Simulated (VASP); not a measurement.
# MgO (P6_3/mmc) in VASP: notebook

Runs on MgO. Level: PBE. Tasks: single point.

Everything below comes from runs of VASP 6.6.1. Logs are shortened: lines on timing, memory, paths and dates and some standing lists are left out, and cuts for length are marked.

### 1 The cell of the first run

Symmetry: P6_3/mmc, No. 194, hexagonal system. The conventional cell has a = 3.451 Å, b = 3.451 Å, c = 4.197 Å, α = 90.00°, β = 90.00°, γ = 120.00°. Mg (site symmetry -6m2) has 5 O at 1.99 to 2.10 Å within 2.6 Å. Within 2.6 Å of O (site symmetry -6m2) lie 5 Mg at 1.99 to 2.10 Å.

### 2 Single point, PBE

INCAR reads:

```
ALGO = Normal
EDIFF = 1E-7
ENCUT = 520
GGA = PE
ISIF = 2
ISMEAR = 0
LASPH = T
LCHARG = F
LREAL = F
LWAVE = F
NBANDS = 16
NELM = 80
PREC = Accurate
SIGMA = 0.05
```

KPOINTS reads:

```
k-points
0
Gamma
  9 9 6
```

POSCAR reads:

```
MgO
1.0
    3.4509000000      0.0000000000      0.0000000000
   -1.7254500000      2.9885670659      0.0000000000
    0.0000000000      0.0000000000      4.1970000000
Mg O
2 2
Direct
    0.6666666667      0.3333333333      0.7500000000
    0.3333333333      0.6666666667      0.2500000000
    0.6666666667      0.3333333333      0.2500000000
    0.3333333333      0.6666666667      0.7500000000
```

Potentials or basis: VASP PAW PBE potentials, release 64 (Mg, O).

Command:

```bash
cat potpaw_PBE.64/Mg/POTCAR potpaw_PBE.64/O/POTCAR > POTCAR
mpirun -np 1 vasp_std > vasp.out
```

OUTCAR:

```text
EDIFF = 1E-7
   ENCUT = 520
   GGA = PE
   ISIF = 2
   ISMEAR = 0
   LASPH = T
   LREAL = F
   NELM = 80
   PREC = Accurate

 ion  position               nearest neighbor table
   1  0.667  0.333  0.750-   4 1.99   4 1.99   4 1.99   3 2.10   3 2.10   2 2.89   2 2.89   2 2.89
                             2 2.89   2 2.89   2 2.89
   2  0.333  0.667  0.250-   3 1.99   3 1.99   3 1.99   4 2.10   4 2.10   1 2.89   1 2.89   1 2.89
                             1 2.89   1 2.89   1 2.89
   3  0.667  0.333  0.250-   2 1.99   2 1.99   2 1.99   1 2.10   1 2.10
   4  0.333  0.667  0.750-   1 1.99   1 1.99   1 1.99   2 2.10   2 2.10

  LATTYP: Found a hexagonal cell.
 ALAT       =     3.4509000000
 C/A-ratio  =     1.2162044684

  Lattice vectors:

 A1 = (   3.4509000000,   0.0000000000,   0.0000000000)
 A2 = (  -1.7254500000,   2.9885670659,   0.0000000000)
 A3 = (   0.0000000000,   0.0000000000,   4.1970000000)

Analysis of symmetry for initial positions (statically):
=====================================================================
 Subroutine PRICEL returns:
 Original cell was already a primitive cell.

 Routine SETGRP: Setting up the symmetry group for a
 hexagonal supercell.

 Subroutine GETGRP returns: Found 24 space group operations
 (whereof 12 operations were pure point group operations)
 out of a pool of 24 trial point group operations.

The static configuration has the point symmetry D_3d.
 The point group associated with its full space group is D_6h.

Analysis of symmetry for dynamics (positions and initial velocities):
=====================================================================
 Subroutine PRICEL returns:
 Original cell was already a primitive cell.

 Routine SETGRP: Setting up the symmetry group for a
 hexagonal supercell.

 Subroutine GETGRP returns: Found 24 space group operations
 (whereof 12 operations were pure point group operations)
 out of a pool of 24 trial point group operations.

The dynamic configuration has the point symmetry D_3d.
 The point group associated with its full space group is D_6h.

 Subroutine INISYM returns: Found 24 space group operations
 (whereof 12 operations are pure point group operations),
 and found     1 'primitive' translations

----------------------------------------------------------------------------------------

                                     Primitive cell

  volume of cell :      43.2847

  direct lattice vectors                    reciprocal lattice vectors
     3.450900000  0.000000000  0.000000000     0.289779478  0.167304260  0.000000000
    -1.725450000  2.988567066  0.000000000     0.000000000  0.334608519  0.000000000
     0.000000000  0.000000000  4.197000000     0.000000000  0.000000000  0.238265428

  length of vectors
     3.450900000  3.450900000  4.197000000     0.334608519  0.334608519  0.238265428

  position of ions in fractional coordinates (direct lattice)
     0.666666667  0.333333333  0.750000000
     0.333333333  0.666666667  0.250000000
     0.666666667  0.333333333  0.250000000
     0.333333333  0.666666667  0.750000000

  ion indices of the primitive-cell ions
   primitive index   ion index
                 1           1
                 2           2
                 3           3
                 4           4

----------------------------------------------------------------------------------------

 KPOINTS: k-points

Automatic generation of k-mesh.
 Grid dimensions read from file:
 generate k-points for:    9    9    6

 Generating k-lattice:

  Cartesian coordinates                     Fractional coordinates (reciprocal lattice)
     0.032197720  0.018589362  0.000000000     0.111111111  0.000000000  0.000000000
     0.000000000  0.037178724  0.000000000     0.000000000  0.111111111  0.000000000
     0.000000000  0.000000000  0.039710905     0.000000000  0.000000000  0.166666667

  Length of vectors
     0.037178724  0.037178724  0.039710905

  Shift w.r.t. Gamma in fractional coordinates (k-lattice)
     0.000000000  0.000000000  0.000000000

 Subroutine IBZKPT returns following result:
 ===========================================

 Found     48 irreducible k-points:

 Following reciprocal coordinates:
            Coordinates               Weight
  0.000000  0.000000  0.000000      1.000000
  0.111111 -0.000000  0.000000      6.000000
  0.222222 -0.000000  0.000000      6.000000
  0.333333  0.000000  0.000000      6.000000
  0.444444 -0.000000  0.000000      6.000000
  0.111111  0.111111  0.000000      6.000000
[... 16 lines left out ...]
  0.333333  0.222222  0.166667     24.000000
  0.333333  0.333333  0.166667      4.000000
 [... further k-points ...]
   k-points           NKPTS =     48   k-points in BZ     NKDIM =     48   number of bands    NBANDS=     16
   number of dos      NEDOS =    301   number of ions     NIONS =      4
   total plane-waves  NPLWV =  25088
   dimension x,y,z NGX =    28 NGY =   28 NGZ =   32
   dimension x,y,z NGXF=    56 NGYF=   56 NGZF=   64
   ions per type =               2   2
   NGX,Y,Z   is equivalent  to a cutoff of  13.49, 13.49, 12.68 a.u.
   NGXF,Y,Z  is equivalent  to a cutoff of  26.98, 26.98, 25.35 a.u.
 SYSTEM =  unknown system
   PREC   = accura    normal or accurate (medium, high low for compatibility)
   ISTART =      0    job   : 0-new  1-cont  2-samecut
   ICHARG =      2    charge: 1-file 2-atom 10-const
   ISPIN  =      1    spin polarized calculation?
   LNONCOLLINEAR =      F non collinear calculations
   LSORBIT =      F    spin-orbit coupling
   LASPH  =      T    aspherical Exc in radial PAW
   ENCUT  =  520.0 eV  38.22 Ry    6.18 a.u.   6.42  6.42  7.80*2*pi/ulx,y,z
   NELM   =     80;   NELMIN=  2; NELMDL= -5     # of ELM steps
   EDIFF  = 0.1E-06   stopping-criterion for ELM
   LREAL  =      F    real-space projection
   EDIFFG = 0.1E-05   stopping-criterion for IOM
   NSW    =      0    number of steps for IOM
   IBRION =     -1    ionic relax: 0-MD 1-quasi-New 2-CG
   NFREE  =      0    steps in history (QN), initial steepest desc. (CG)
   ISIF   =      2    stress and relaxation
   ISYM   =      2    0-nonsym 1-usesym 2-fastsym
   POTIM  = 0.5000    time-step for ionic-motion
   TEBEG  =    0.0;   TEEND  =   0.0 temperature during run
   PSTRESS=    0.0 pullay stress
   NELECT =      16.0000    total number of electrons
   NUPDOWN=      -1.0000    fix difference up-down
   EMIN   =  10.00;   EMAX   =-10.00  energy-range for DOS
   EFERMI =   0.00;   METHOD = LEGACY
   ISMEAR =     0;   SIGMA  =   0.05  broadening in eV -4-tet -1-fermi 0-gaus
   EFERMI_NEDOS =   21; number of points for ismear=-14 and -15
   IALGO  =     38    algorithm
   IMIX   =      4    mixing-type and parameters
     AMIX     =   0.40;   BMIX     =  1.00
     AMIX_MAG =   1.60;   BMIX_MAG =  1.00
  volume/ion in A,a.u.               =      10.82        73.02
  Fermi-wavevector in a.u.,A,eV,Ry     =   1.174907  2.220252 18.781560  1.380406
  Thomas-Fermi vector in A             =   2.311296
   LORBIT       =      0    0 simple, 1 ext, 2 COOP (PROOUT), +10 PAW based schemes
   GGA     = PE    functional components
   LHFCALC =     F    Hartree Fock is set to
   AEXX    =    0.0000 exact exchange contribution
   IVDW    =     0    specifies the selected vdW correction
   LEPSILON=     F    determine dielectric tensor
   LRPA    =     F    only Hartree local field effects (RPA)
 non-spin polarized calculation
 Gauss-broadening in eV      SIGMA  =   0.05
  energy-cutoff  :      520.00
  volume of cell :       43.28
 maximum number of plane-waves:      1182
 NGX is ok and might be reduce to    28
   NGX = 13   NGY = 13   NGZ = 15

 number of electron      16.0000000 magnetization

 Free energy of the ion-electron system (eV)
  ---------------------------------------------------
  ext. energy  EPLUGINS =         0.00000000
  ---------------------------------------------------
  free energy    TOTEN  =       -23.63288078 eV

  energy without entropy =      -23.63288078  energy(sigma->0) =      -23.63288078

 E-fermi :   2.4170     XC(G=0): -10.1491

 val. band max:        2.1373948099   @ k =   0.0000   0.0000   0.0000
 cond. band min:       5.6417155732   @ k =   0.0000   0.0000   0.0000
 fundamental gap:      3.5043207633
 Fermi energy:         2.4170198369

 k-point     1 :       0.0000    0.0000    0.0000
  band No.  band energies     occupation
      1     -14.8894      2.00000
      2     -13.4727      2.00000
      3      -1.6125      2.00000
      4       0.3727      2.00000
      5       0.3727      2.00000
      6       1.2757      2.00000
[... 8 lines left out ...]
     15      17.8776      0.00000
     16      18.0058      0.00000

 k-point     2 :       0.1111   -0.0000    0.0000
  band No.  band energies     occupation
      1     -14.8262      2.00000
      2     -13.4813      2.00000
      3      -1.5128      2.00000
      4       0.1691      2.00000
      5       0.2759      2.00000
      6       0.9724      2.00000
[... 8 lines left out ...]
     15      17.3438      0.00000
     16      17.4478      0.00000

 k-point     3 :       0.2222   -0.0000    0.0000
  band No.  band energies     occupation
      1     -14.6519      2.00000
      2     -13.5152      2.00000
      3      -1.2270      2.00000
      4      -0.4243      2.00000
      5       0.0742      2.00000
      6       0.5348      2.00000
[... 8 lines left out ...]
     15      16.3851      0.00000
     16      16.8738      0.00000

 k-point     4 :       0.3333    0.0000    0.0000
  band No.  band energies     occupation
      1     -14.4136      2.00000
      2     -13.5906      2.00000
      3      -1.0776      2.00000
      4      -0.8024      2.00000
      5      -0.1137      2.00000
      6       0.2468      2.00000
[... 8 lines left out ...]
     15      16.4779      0.00000
     16      16.8507      0.00000
[... 324 lines left out ...]
 k-point    22 :       0.2222    0.2222    0.1667
  band No.  band energies     occupation
      1     -14.2327      2.00000
      2     -13.6731      2.00000
      3      -1.1869      2.00000
      4      -1.1266      2.00000
      5      -0.0389      2.00000
      6       0.2986      2.00000
[... 8 lines left out ...]
     15      16.5217      0.00000
     16      17.8857      0.00000

 k-point    23 :       0.3333    0.2222    0.1667
  band No.  band energies     occupation
      1     -14.0474      2.00000
      2     -13.7690      2.00000
      3      -1.4667      2.00000
      4      -0.8608      2.00000
      5      -0.4390      2.00000
      6       0.5564      2.00000
[... 8 lines left out ...]
     15      16.3308      0.00000
     16      18.0449      0.00000

 k-point    24 :       0.3333    0.3333    0.1667
  band No.  band energies     occupation
      1     -13.8927      2.00000
      2     -13.8927      2.00000
      3      -1.4348      2.00000
      4      -0.7334      2.00000
      5      -0.7334      2.00000
      6       0.9011      2.00000
[... 8 lines left out ...]
     15      16.2131      0.00000
     16      18.8982      0.00000

 [... further k-points ...]
[... 5 lines left out ...]
  --------------------------------------------------------------------------------------
  -------------------------------------------------------------------------------------
  Total        1.8831307      1.8831307      1.3812500      0.0000000     -0.0000000      0.0000000
  in kB       69.7038383     69.7038383     51.1267914      0.0000000     -0.0000000      0.0000000
  external PRESSURE =      63.5114894 kB  Pullay stress =       0.0000000 kB

 VOLUME and BASIS-vectors are now :
 -----------------------------------------------------------------------------
  energy-cutoff  :      520.00
  volume of cell :       43.28
      direct lattice vectors                 reciprocal lattice vectors
     3.450900000  0.000000000  0.000000000     0.289779478  0.167304260  0.000000000
    -1.725450000  2.988567066  0.000000000     0.000000000  0.334608519  0.000000000
     0.000000000  0.000000000  4.197000000     0.000000000  0.000000000  0.238265428

 POSITION                                       TOTAL-FORCE (eV/Angst)
 -----------------------------------------------------------------------------------
      1.72545      0.99619      3.14775        -0.000000      0.000000      0.000000
     -0.00000      1.99238      1.04925        -0.000000     -0.000000      0.000000
      1.72545      0.99619      1.04925         0.000000     -0.000000     -0.000000
     -0.00000      1.99238      3.14775         0.000000     -0.000000      0.000000
 -----------------------------------------------------------------------------------
    total drift:                               -0.000000      0.000000     -0.000000

  FREE ENERGIE OF THE ION-ELECTRON SYSTEM (eV)
  ---------------------------------------------------
  free  energy   TOTEN  =       -23.6328807814 eV

  energy  without entropy=      -23.6328807814  energy(sigma->0) =      -23.63288078
```

Run time: 26 s. Hardware: 1 thread of Intel Xeon Platinum 8259CL at 2.50GHz (Skylake/Cascade Lake), shared host; peak memory 0.18 GiB.

What came out:

| Quantity | Value |
| --- | --- |
| Free energy | -23.6329 eV |
| Pressure | 6.4 GPa |
| Band gap on the k mesh | 3.50 eV, direct |

(Continued in part 2 of 2.)
